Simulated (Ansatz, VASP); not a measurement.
Two plane-wave programs on Be3Te2Se

```xyz
12
Lattice="3.8859 0.0000 0.0000 -1.9429 3.3653 0.0000 0.0000 0.0000 19.2044" Properties=species:S:1:pos:R:3 pbc="T T T"
Be    0.0000    2.2435    2.2582
Be    0.0000    2.2435   15.1976
Be    1.9429    1.1218   18.5330
Be    1.9429    1.1218   11.8604
Be    0.0000    2.2435    8.9308
Be    1.9429    1.1218    5.5954
Te    0.0000    2.2435   12.7497
Te    1.9429    1.1218   16.0689
Te    0.0000    2.2435    6.4667
Te    1.9429    1.1218    3.1474
Se    0.0000    2.2435    0.0076
Se    1.9429    1.1218    9.6098
```

Alike in both runs: functional PBE; k mesh 12 × 12 × 2; occupations gaussian, width 0.02 eV; no spin polarisation.

Ansatz relaxed the structure, and its values are those at the end. VASP's run is a single point on that final structure, the one shown.

|  | VASP | Ansatz |
| --- | --- | --- |
| version | VASP 6.6.1 | Ansatz 0.2.0 |
| potentials or method | VASP PAW PBE potentials, release 64 (Be, Te, Se), cutoff 520 eV | scalar-relativistic, plane waves, PAW |
| valence electrons in the cell | 48 | 108 |

Ansatz gave:

| Property | Result |
| --- | --- |
| gap on the k mesh at the Fermi level (eV) | 2.05 |
| least direct gap on the mesh (eV) | 2.10 |
| pressure (GPa) | 0.0 |
| rms of the force components (eV/Å) | 0.004 |

Q: Which values does VASP return?

A: gap on the k mesh at the Fermi level (eV): 2.04; least direct gap on the mesh (eV): 2.09; pressure (GPa): 0.1; rms of the force components (eV/Å): 0.005.

With one functional, cell and mesh, what is left measures potentials, basis and numerics. VASP's potentials hold 48 valence electrons a cell and Ansatz's 108, so a difference there can come from the potentials and not from the codes.

Spin-orbit coupling is off throughout.
